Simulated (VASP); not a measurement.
Crystal: Ti2H.

```
Ti H
1.0
     4.22920    0.00000    0.00000
     0.00000    4.22920    0.00000
     0.00000    0.00000    4.22920
Ti H
4 2
Direct
  0.25000 0.75000 0.25000
  0.75000 0.25000 0.25000
  0.25000 0.25000 0.75000
  0.75000 0.75000 0.75000
  0.00000 0.00000 0.00000
  0.50000 0.50000 0.50000
```

| Property | Result |
| --- | --- |
| Program | VASP 6.6.1 |
| Task | relaxation of volume and atoms at fixed shape |
| Functional | PBEsol |
| Potentials or basis | VASP PAW PBE potentials, release 64 (Ti_sv, H) |
| Cutoff | 600 eV |
| k mesh | 5 × 5 × 5 |
| Occupations | methfessel-paxton, width 0.02 eV |
| Spin | no spin polarisation |

At the start: pressure -3.8 GPa; volume 12.61 Å³/atom.

Q: Where does the relaxation end?

A: Over 3 steps the energy falls by 5.0 meV/atom and the volume is 12.20 Å³/atom (-3.2 %); space group Pn-3m (No. 224, to 0.05 Å).

Step by step:
```tsv
step	energy change (eV)	largest force (eV/Å)	pressure (GPa)	volume (Å³)
1	0.0000	0.0000	-3.77	75.64
2	-0.0266	0.0000	1.36	72.44
3	-0.0299	0.0000	0.04	73.20
```

Final structure:
```yaml
crystal:
  lattice:
    - [4.18318, 0.00000, 0.00000]
    - [0.00000, 4.18318, 0.00000]
    - [0.00000, 0.00000, 4.18318]
  atoms:
    - { symbol: Ti, position: [0.25000, 0.75000, 0.25000] }
    - { symbol: Ti, position: [0.75000, 0.25000, 0.25000] }
    - { symbol: Ti, position: [0.25000, 0.25000, 0.75000] }
    - { symbol: Ti, position: [0.75000, 0.75000, 0.75000] }
    - { symbol: H, position: [0.00000, 0.00000, 0.00000] }
    - { symbol: H, position: [0.50000, 0.50000, 0.50000] }
```

Caveat: the PAW data sets were made with another functional, which shifts forces and pressure a little.
